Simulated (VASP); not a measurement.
# Hf (P6_3/mmc) in VASP: elastic constants with PBE

Aim: the elastic constants of Hf with PBE.

Everything below comes from runs of VASP 6.6.1. Logs are shortened: lines on timing, memory, paths and dates and some standing lists are left out, and cuts for length are marked.

## Step 1: The cell of the first run

The structure is hexagonal, space group P6_3/mmc (No. 194). The conventional cell has a = 3.203 Å, b = 3.203 Å, c = 5.082 Å, α = 90.00°, β = 90.00°, γ = 120.00°. Within 4.1 Å of Hf (site symmetry -6m2) lie 12 Hf at 3.14 to 3.20 Å.

## Step 2: Elastic constants, PBE

INCAR

```
SYSTEM = Hf
ALGO = Fast
EDIFF = 1E-8
ENCUT = 600
GGA = PE
IBRION = 6
ISIF = 3
ISMEAR = -1
LASPH = .TRUE.
LCHARG = .FALSE.
LREAL = .FALSE.
LWAVE = .FALSE.
NELM = 60
NFREE = 2
NSW = 1
POTIM = 0.015
PREC = Accurate
SIGMA = 0.15
```

KPOINTS

```
k-points
0
G
  15 15 8
  0 0 0
```

POSCAR

```
Hf
1.0
    3.2030126734      0.0000000000      0.0000000000
   -1.6015063367      2.7738903438      0.0000000000
    0.0000000000      0.0000000000      5.0816172090
Hf
2
Direct
    0.3333333333      0.6666666667      0.2500000000
    0.6666666667      0.3333333333      0.7500000000
```

Potentials or basis: VASP PAW PBE potentials, release 64 (Hf_pv).

The run is started by

```bash
> cat potpaw_PBE.64/Hf_pv/POTCAR > POTCAR
> mpirun -np 1 vasp_std > vasp.out
```

OUTCAR:

```text
SYSTEM = Hf
   EDIFF = 1E-8
   ENCUT = 600
   GGA = PE
   IBRION = 6
   ISIF = 3
   ISMEAR = -1
   LASPH = .TRUE.
   LREAL = .FALSE.
   NELM = 60
   NFREE = 2
   NSW = 1
   POTIM = 0.015
   PREC = Accurate

 ion  position               nearest neighbor table
   1  0.333  0.667  0.250-   2 3.14   2 3.14   2 3.14   2 3.14   2 3.14   2 3.14
   2  0.667  0.333  0.750-   1 3.14   1 3.14   1 3.14   1 3.14   1 3.14   1 3.14

  LATTYP: Found a hexagonal cell.
 ALAT       =     3.2030126734
 C/A-ratio  =     1.5865117398

  Lattice vectors:

 A1 = (   3.2030126734,   0.0000000000,   0.0000000000)
 A2 = (  -1.6015063367,   2.7738903438,   0.0000000000)
 A3 = (   0.0000000000,   0.0000000000,   5.0816172090)

Analysis of symmetry for initial positions (statically):
=====================================================================
 Subroutine PRICEL returns:
 Original cell was already a primitive cell.

 Routine SETGRP: Setting up the symmetry group for a
 hexagonal supercell.

 Subroutine GETGRP returns: Found 24 space group operations
 (whereof 12 operations were pure point group operations)
 out of a pool of 24 trial point group operations.

The static configuration has the point symmetry D_3d.
 The point group associated with its full space group is D_6h.

Analysis of symmetry for dynamics (positions and initial velocities):
=====================================================================
 Subroutine PRICEL returns:
 Original cell was already a primitive cell.

 Routine SETGRP: Setting up the symmetry group for a
 hexagonal supercell.

 Subroutine GETGRP returns: Found 24 space group operations
 (whereof 12 operations were pure point group operations)
 out of a pool of 24 trial point group operations.

The dynamic configuration has the point symmetry D_3d.
 The point group associated with its full space group is D_6h.

 Subroutine INISYM returns: Found 24 space group operations
 (whereof 12 operations are pure point group operations),
 and found     1 'primitive' translations

----------------------------------------------------------------------------------------

                                     Primitive cell

  volume of cell :      45.1492

  direct lattice vectors                    reciprocal lattice vectors
     3.203012673  0.000000000  0.000000000     0.312206070  0.180252259  0.000000000
    -1.601506337  2.773890344  0.000000000     0.000000000  0.360504518  0.000000000
     0.000000000  0.000000000  5.081617209     0.000000000  0.000000000  0.196787747

  length of vectors
     3.203012673  3.203012673  5.081617209     0.360504518  0.360504518  0.196787747

  position of ions in fractional coordinates (direct lattice)
     0.333333333  0.666666667  0.250000000
     0.666666667  0.333333333  0.750000000

  ion indices of the primitive-cell ions
   primitive index   ion index
                 1           1
                 2           2

----------------------------------------------------------------------------------------

 KPOINTS: k-points

Automatic generation of k-mesh.
 Grid dimensions read from file:
 generate k-points for:   15   15    8

 Generating k-lattice:

[... 121 lines left out ...]
  external PRESSURE =      -4.2851872 kB  Pullay stress =       0.0000000 kB
[... 89 lines left out ...]
  FREE ENERGIE OF THE ION-ELECTRON SYSTEM (eV)
  ---------------------------------------------------
  free  energy   TOTEN  =       -19.9092628427 eV

  energy  without entropy=      -19.7696892783  energy(sigma->0) =      -19.83947606

[... ionic steps 4 to 14 ...]

--------------------------------------- Ionic step       15  -------------------------------------------

 number of electron      20.0000002 magnetization

------------------------ aborting loop because EDIFF is reached ----------------------------------------
[... 67 lines left out ...]
--------------------------------------- Ionic step       17  -------------------------------------------

 number of electron      20.0000002 magnetization

 Free energy of the ion-electron system (eV)
  ---------------------------------------------------
  ext. energy  EPLUGINS =         0.00000000
  ---------------------------------------------------
  free energy    TOTEN  =       -19.91329568 eV

  energy without entropy =      -19.77321067  energy(sigma->0) =      -19.84325317

 E-fermi :   4.8169     XC(G=0): -11.2417

 val. band max:        4.7913251613   @ k =   0.0000   0.0000   0.3750
 cond. band min:       4.8194932807   @ k =   0.1333   0.0000   0.0000
 fundamental gap:      0.0281681194
 Fermi energy:         4.8169297447

 k-point     1 :       0.0000    0.0000    0.0000
  band No.  band energies     occupation
      1     -26.2106      2.00000
      2     -25.4980      2.00000
      3     -25.4980      2.00000
      4     -25.3754      2.00000
      5     -25.3754      2.00000
      6     -25.3737      2.00000
      7      -2.4947      2.00000
      8       1.1652      2.00000
      9       5.4453      0.02988
     10       6.0389      0.00058
     11       6.0389      0.00058
     12       6.2902      0.00011
     13       6.8425      0.00000
     14       6.8430      0.00000
[... 377 lines left out ...]
      1     -25.9971      2.00000
      2     -25.8612      2.00000
      3     -25.7978      2.00000
      4     -25.7673      2.00000
      5     -25.6304      2.00000
      6     -25.5894      2.00000
      7       2.2901      2.00000
      8       2.7420      2.00000
      9       2.9172      1.99999
     10       3.6323      1.99926
     11       5.2655      0.09572
     12       5.4877      0.02260
     13       6.6828      0.00001
     14       9.8585      0.00000

 [... further k-points ...]

------------------------ aborting loop because EDIFF is reached ----------------------------------------

  FORCE on cell =-STRESS in cart. coord.  units (eV):
  Direction    XX          YY          ZZ          XY          YZ          ZX
  --------------------------------------------------------------------------------------
  -------------------------------------------------------------------------------------
  Total       -0.1104006     -0.1104006     -0.1332270      0.0000000      0.0000000      0.0000000
  in kB       -3.9177095     -3.9177095     -4.7277314      0.0000000      0.0000000      0.0000000
  external PRESSURE =      -4.1877168 kB  Pullay stress =       0.0000000 kB
[... 17 lines left out ...]
  FREE ENERGIE OF THE ION-ELECTRON SYSTEM (eV)
  ---------------------------------------------------
  free  energy   TOTEN  =       -19.9132956818 eV

  energy  without entropy=      -19.7732106669  energy(sigma->0) =      -19.84325317

 INTERNAL STRAIN TENSORS FROM STRAINED CELLS
 ============================================

 INTERNAL STRAIN TENSOR FOR ION    1 for displacements in x,y,z  (eV/Angst):
          X           Y           Z          XY          YZ          ZX
  --------------------------------------------------------------------------------
  x    -0.00000     0.00000    -0.00000    -2.92756     0.00000     0.00000
  y    -2.92074     2.90733     0.00000     0.00002     0.00027    -0.00002
  z     0.00000    -0.00000     0.00000     0.00000    -0.00223    -0.00000

 INTERNAL STRAIN TENSORS FROM DISPLACED ATOMS
 ============================================

 INTERNAL STRAIN TENSOR FOR ION    1 for displacements in x,y,z  (eV/Angst):
          X           Y           Z          XY          YZ          ZX
  --------------------------------------------------------------------------------
  x     0.00000     0.00000     0.00000    -2.92073     0.00000     0.00000
  y    -2.92073     2.92073     0.00000     0.00000     0.00000     0.00000
  z    -0.00000     0.00000    -0.00000     0.00000     0.00000     0.00000

 INTERNAL STRAIN TENSOR FOR ION    2 for displacements in x,y,z  (eV/Angst):
          X           Y           Z          XY          YZ          ZX
  --------------------------------------------------------------------------------
  x     0.00000     0.00000     0.00000     2.92073     0.00000     0.00000
  y     2.92073    -2.92073    -0.00000     0.00000     0.00000     0.00000
  z     0.00000    -0.00000     0.00000     0.00000     0.00000     0.00000

 Eigenvectors and eigenvalues of the dynamical matrix
 ----------------------------------------------------

   1 f  =    3.082783 THz    19.369697 2PiTHz  102.830574 cm-1    12.749361 meV
             X         Y         Z           dx          dy          dz
     -0.000000  1.849260  1.270404    -0.000000   -0.000000    0.707107
      1.601506  0.924630  3.811213     0.000000   -0.000000   -0.707107
[... 11 lines left out ...]
   4 f  =    0.000000 THz     0.000000 2PiTHz    0.000001 cm-1     0.000000 meV
             X         Y         Z           dx          dy          dz
     -0.000000  1.849260  1.270404     0.072453   -0.053031   -0.701383
      1.601506  0.924630  3.811213     0.072453   -0.053031   -0.701383

   5 f/i=    0.000000 THz     0.000000 2PiTHz    0.000001 cm-1     0.000000 meV
             X         Y         Z           dx          dy          dz
     -0.000000  1.849260  1.270404    -0.703192   -0.021993   -0.070977
      1.601506  0.924630  3.811213    -0.703192   -0.021993   -0.070977

   6 f/i=    0.000000 THz     0.000000 2PiTHz    0.000001 cm-1     0.000000 meV
             X         Y         Z           dx          dy          dz
     -0.000000  1.849260  1.270404     0.016492   -0.704772    0.054991
      1.601506  0.924630  3.811213     0.016492   -0.704772    0.054991

--------------------------------------------------------------------------------------------------------

 ELASTIC MODULI CONTR FROM IONIC RELAXATION (kBar)
 Direction    XX          YY          ZZ          XY          YZ          ZX
 --------------------------------------------------------------------------------
 XX        -170.2475    170.2475      0.0000      0.0000      0.0000      0.0000
 YY         170.2475   -170.2475     -0.0000     -0.0000      0.0000      0.0000
 ZZ           0.0000     -0.0000     -0.0000     -0.0000      0.0000      0.0000
 XY           0.0000     -0.0000     -0.0000   -170.2475      0.0000      0.0000
 YZ           0.0000      0.0000      0.0000      0.0000      0.0000      0.0000
 ZX           0.0000      0.0000      0.0000      0.0000      0.0000      0.0000
 --------------------------------------------------------------------------------

 TOTAL ELASTIC MODULI (kBar)
 Direction    XX          YY          ZZ          XY          YZ          ZX
 --------------------------------------------------------------------------------
 XX        1695.2557    789.6504    669.9728     -0.0000     -0.0000      0.0000
 YY         789.6504   1695.2557    669.9728      0.0000     -0.0000      0.0000
 ZZ         669.9728    669.9728   1923.0496      0.0000     -0.0000     -0.0000
 XY          -0.0000     -0.0000      0.0000    452.8027     -0.0000      0.0000
 YZ          -0.0000     -0.0000     -0.0000      0.0000    467.1829      0.0000
 ZX           0.0000      0.0000     -0.0000     -0.0000      0.0000    467.1828
 --------------------------------------------------------------------------------
```

Wall time 1.6 h (1 thread of Oxide Virtual Turin-like, shared host); peak memory 0.71 GiB.

Results:

```yaml
Voigt_bulk_modulus: 106 GPa
Highest_phonon_frequency_at_Γ: 103 cm⁻¹
```

Phonon frequencies in cm⁻¹ (negative: imaginary):
| q point | frequencies |
| --- | --- |
| (0.000, 0.000, 0.000) | 0 0 0 74 74 103 |

Elastic tensor in Voigt notation (GPa, in the Cartesian axes of the cell as first typed):
```
170  79  67   0   0   0
 79 170  67   0   0   0
 67  67 192   0   0   0
  0   0   0  47   0   0
  0   0   0   0  47   0
  0   0   0   0   0  45
```

Clamped-ion elastic tensor (GPa):
```
187  62  67   0   0   0
 62 187  67   0   0   0
 67  67 192   0   0   0
  0   0   0  47   0   0
  0   0   0   0  47   0
  0   0   0   0   0  62
```

Caveat: spin-orbit coupling is left out, which moves the levels of the heavy elements.
